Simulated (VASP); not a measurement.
# Hf (P6_3/mmc) in VASP: further runs, part 2 of 2

VASP 6.6.1.

## (3) Relaxation of cell and atoms, PBEsol

This run uses another cell than the first one, of 22.54 Å³/atom.

File INCAR:

```
  PREC = Accurate
  ENCUT = 600
  EDIFF = 1E-7
  ISMEAR = 0
  SIGMA = 0.1
  LREAL = False
  LASPH = True
  NELM = 80
  ALGO = Normal
  ISIF = 3
  LWAVE = False
  LCHARG = False
  GGA = PS
  IBRION = 2
  NSW = 70
  EDIFFG = -0.005
```

File KPOINTS:

```
Automatic mesh
0
Gamma
  15 15 8
```

File POSCAR:

```
Hf
1.0
    3.2048170791      0.0000000000      0.0000000000
   -1.6024085396      2.7754530050      0.0000000000
    0.0000000000      0.0000000000      5.0676930647
Hf
2
Direct
    0.3333333333      0.6666666667      0.2500000000
    0.6666666667      0.3333333333      0.7500000000
```

Potentials or basis: VASP PAW PBE potentials, release 64 (Hf_pv).

Started as:

```bash
cat potpaw_PBE.64/Hf_pv/POTCAR > POTCAR
mpirun -np 1 vasp_std > vasp.out
```

OUTCAR:

```text
PREC = Accurate
   ENCUT = 600
   EDIFF = 1E-7
   ISMEAR = 0
   LREAL = False
   LASPH = True
   NELM = 80
   ISIF = 3
   GGA = PS
   IBRION = 2
   NSW = 70
   EDIFFG = -0.005

 ion  position               nearest neighbor table
   1  0.333  0.667  0.250-   2 3.14   2 3.14   2 3.14   2 3.14   2 3.14   2 3.14
   2  0.667  0.333  0.750-   1 3.14   1 3.14   1 3.14   1 3.14   1 3.14   1 3.14

  LATTYP: Found a hexagonal cell.
 ALAT       =     3.2048170791
 C/A-ratio  =     1.5812737325

  Lattice vectors:

 A1 = (   3.2048170791,   0.0000000000,   0.0000000000)
 A2 = (  -1.6024085396,   2.7754530050,   0.0000000000)
 A3 = (   0.0000000000,   0.0000000000,   5.0676930647)

Analysis of symmetry for initial positions (statically):
=====================================================================
 Subroutine PRICEL returns:
 Original cell was already a primitive cell.

 Routine SETGRP: Setting up the symmetry group for a
 hexagonal supercell.

 Subroutine GETGRP returns: Found 24 space group operations
 (whereof 12 operations were pure point group operations)
 out of a pool of 24 trial point group operations.

The static configuration has the point symmetry D_3d.
 The point group associated with its full space group is D_6h.

Analysis of symmetry for dynamics (positions and initial velocities):
=====================================================================
 Subroutine PRICEL returns:
 Original cell was already a primitive cell.

 Routine SETGRP: Setting up the symmetry group for a
 hexagonal supercell.

 Subroutine GETGRP returns: Found 24 space group operations
 (whereof 12 operations were pure point group operations)
 out of a pool of 24 trial point group operations.

The dynamic configuration has the point symmetry D_3d.
 The point group associated with its full space group is D_6h.

 Subroutine INISYM returns: Found 24 space group operations
 (whereof 12 operations are pure point group operations),
 and found     1 'primitive' translations

----------------------------------------------------------------------------------------

                                     Primitive cell

  volume of cell :      45.0762

  direct lattice vectors                    reciprocal lattice vectors
     3.204817079  0.000000000  0.000000000     0.312030289  0.180150771  0.000000000
    -1.602408540  2.775453005  0.000000000     0.000000000  0.360301543  0.000000000
     0.000000000  0.000000000  5.067693065     0.000000000  0.000000000  0.197328447

  length of vectors
     3.204817079  3.204817079  5.067693065     0.360301543  0.360301543  0.197328447

  position of ions in fractional coordinates (direct lattice)
     0.333333333  0.666666667  0.250000000
     0.666666667  0.333333333  0.750000000

  ion indices of the primitive-cell ions
   primitive index   ion index
                 1           1
                 2           2

----------------------------------------------------------------------------------------

 KPOINTS: Automatic mesh

Automatic generation of k-mesh.
 Grid dimensions read from file:
 generate k-points for:   15   15    8

 Generating k-lattice:

[... 55 lines left out ...]
   ISPIN  =      1    spin polarized calculation?
   LNONCOLLINEAR =      F non collinear calculations
   LSORBIT =      F    spin-orbit coupling
   LASPH  =      T    aspherical Exc in radial PAW
   ENCUT  =  600.0 eV  44.10 Ry    6.64 a.u.   6.40  6.40 10.12*2*pi/ulx,y,z
   NELM   =     80;   NELMIN=  2; NELMDL= -5     # of ELM steps
   EDIFF  = 0.1E-06   stopping-criterion for ELM
   LREAL  =      F    real-space projection
   EDIFFG = -.5E-02   stopping-criterion for IOM
   NSW    =     70    number of steps for IOM
   IBRION =      2    ionic relax: 0-MD 1-quasi-New 2-CG
   NFREE  =      1    steps in history (QN), initial steepest desc. (CG)
   ISIF   =      3    stress and relaxation
   ISYM   =      2    0-nonsym 1-usesym 2-fastsym
   POTIM  = 0.5000    time-step for ionic-motion
   TEBEG  =    0.0;   TEEND  =   0.0 temperature during run
   PSTRESS=    0.0 pullay stress
   NELECT =      20.0000    total number of electrons
   NUPDOWN=      -1.0000    fix difference up-down
   EMIN   =  10.00;   EMAX   =-10.00  energy-range for DOS
   EFERMI =   0.00;   METHOD = LEGACY
   ISMEAR =     0;   SIGMA  =   0.10  broadening in eV -4-tet -1-fermi 0-gaus
   EFERMI_NEDOS =   21; number of points for ismear=-14 and -15
   IALGO  =     38    algorithm
   IMIX   =      4    mixing-type and parameters
     AMIX     =   0.40;   BMIX     =  1.00
     AMIX_MAG =   1.60;   BMIX_MAG =  1.00
  volume/ion in A,a.u.               =      22.54       152.09
  Fermi-wavevector in a.u.,A,eV,Ry     =   1.248636  2.359579 21.212716  1.559091
  Thomas-Fermi vector in A             =   2.382713
   LORBIT       =      0    0 simple, 1 ext, 2 COOP (PROOUT), +10 PAW based schemes
   GGA     = PS    functional components
   LHFCALC =     F    Hartree Fock is set to
   AEXX    =    0.0000 exact exchange contribution
   IVDW    =     0    specifies the selected vdW correction
   LEPSILON=     F    determine dielectric tensor
   LRPA    =     F    only Hartree local field effects (RPA)
 conjugate gradient relaxation of ions
 non-spin polarized calculation
 Gauss-broadening in eV      SIGMA  =   0.10
  energy-cutoff  :      600.00
  volume of cell :       45.08
 maximum number of plane-waves:      1538
 NGX is ok and might be reduce to    28
   NGX = 13   NGY = 13   NGZ = 21

--------------------------------------- Ionic step        1  -------------------------------------------

 number of electron      20.0000001 magnetization

 Free energy of the ion-electron system (eV)
  ---------------------------------------------------
  ext. energy  EPLUGINS =         0.00000000
  ---------------------------------------------------
  free energy    TOTEN  =       -20.97967354 eV

  energy without entropy =      -20.97225033  energy(sigma->0) =      -20.97596193

------------------------ aborting loop because EDIFF is reached ----------------------------------------

  FORCE on cell =-STRESS in cart. coord.  units (eV):
  Direction    XX          YY          ZZ          XY          YZ          ZX
  --------------------------------------------------------------------------------------
  -------------------------------------------------------------------------------------
  Total       -1.3395654     -1.3395654     -1.4041003      0.0000000     -0.0000000     -0.0000000
  in kB      -47.6131660    -47.6131660    -49.9069802      0.0000000     -0.0000000     -0.0000000
  external PRESSURE =     -48.3777707 kB  Pullay stress =       0.0000000 kB
[... 167 lines left out ...]
--------------------------------------- Ionic step        6  -------------------------------------------

 number of electron      19.9999998 magnetization

 Free energy of the ion-electron system (eV)
  ---------------------------------------------------
  ext. energy  EPLUGINS =         0.00000000
  ---------------------------------------------------
  free energy    TOTEN  =       -21.01087474 eV

  energy without entropy =      -21.00346542  energy(sigma->0) =      -21.00717008

 E-fermi :   5.0290     XC(G=0): -11.5655

 val. band max:        5.0172953370   @ k =   0.0667   0.0667   0.1250
 cond. band min:       5.0423360355   @ k =   0.0667   0.0000   0.5000
 fundamental gap:      0.0250406985
 Fermi energy:         5.0290015414

 k-point     1 :       0.0000    0.0000    0.0000
  band No.  band energies     occupation
      1     -25.9892      2.00000
      2     -25.1384      2.00000
      3     -25.1384      2.00000
      4     -24.9954      2.00000
      5     -24.9922      2.00000
      6     -24.9922      2.00000
      7      -2.4936      2.00000
      8       1.1911      2.00000
      9       5.8438      0.00000
     10       6.1950      0.00000
     11       6.1950      0.00000
     12       6.5036      0.00000
     13       7.0621      0.00000
     14       7.0621      0.00000
[... 377 lines left out ...]
      1     -25.7230      2.00000
      2     -25.5577      2.00000
      3     -25.5027      2.00000
      4     -25.4533      2.00000
      5     -25.3029      2.00000
      6     -25.2399      2.00000
      7       2.4096      2.00000
      8       2.7355      2.00000
      9       2.9715      2.00000
     10       3.8270      2.00000
     11       5.3960      0.00000
     12       5.7023      0.00000
     13       6.9498      0.00000
     14      10.2990      0.00000

 [... further k-points ...]

------------------------ aborting loop because EDIFF is reached ----------------------------------------

  FORCE on cell =-STRESS in cart. coord.  units (eV):
  Direction    XX          YY          ZZ          XY          YZ          ZX
  --------------------------------------------------------------------------------------
  -------------------------------------------------------------------------------------
  Total        0.0006079      0.0006079     -0.0085310     -0.0000000      0.0000000      0.0000000
  in kB        0.0226086      0.0226086     -0.3172720     -0.0000000      0.0000000      0.0000000
  external PRESSURE =      -0.0906849 kB  Pullay stress =       0.0000000 kB
[... 17 lines left out ...]
  FREE ENERGIE OF THE ION-ELECTRON SYSTEM (eV)
  ---------------------------------------------------
  free  energy   TOTEN  =       -21.0108747399 eV

  energy  without entropy=      -21.0034654160  energy(sigma->0) =      -21.00717008

 reached required accuracy - stopping structural energy minimisation
```

CONTCAR:

```text
Hf
   1.00000000000000
     3.1577766278133930    0.0000000000008480   -0.0000000000000000
    -1.5788883139552281    2.7347147791791340    0.0000000000000000
     0.0000000000000000   -0.0000000000000000    4.9886909785188349
  Hf
     2
Direct
     0.3333333332999970    0.6666666667000030    0.2500000000000000
     0.6666666667000030    0.3333333332999970    0.7500000000000000

  0.00000000E+00  0.00000000E+00  0.00000000E+00
  0.00000000E+00  0.00000000E+00  0.00000000E+00
```

It took 4.7 min on 1 thread of Intel Xeon Platinum 8488C (Sapphire Rapids), shared host; peak memory 0.26 GiB.

Results:

* Free energy: -21.0109 eV
* Relaxed volume: 21.54 Å³/atom
* Relaxed cell: a = 3.158 Å, b = 3.158 Å, c = 4.989 Å, α = 90.00°, β = 90.00°, γ = 120.00°
* Space group after relaxing (to 0.1 Å): P6_3/mmc (No. 194)
* Energy gained by relaxing: 15.6 meV/atom
* Ionic steps: 6
* Pressure after relaxing: 0.0 GPa
* Band gap on the k mesh: zero (bands 10 and 11 overlap by 1.61 eV)

Step by step:
```csv
step,energy change (eV),largest force (eV/Å),pressure (GPa),volume (Å³)
1,0.0000,0.0000,-4.84,45.08
2,0.0164,0.0000,6.94,40.78
3,-0.0312,0.0000,-0.06,43.10
4,-0.0312,0.0000,0.05,43.06
5,-0.0312,0.0000,-0.05,43.09
6,-0.0312,0.0000,-0.01,43.08
```

Final structure:
```
Hf
1.0
     3.15778    0.00000    0.00000
    -1.57889    2.73471    0.00000
     0.00000    0.00000    4.98869
Hf
2
Cartesian
  0.0000 1.8231 1.2472
  1.5789 0.9116 3.7415
```

Caveat: the PAW data sets were made with another functional, which shifts forces and pressure a little; spin-orbit coupling is left out, which moves the levels of the heavy elements.
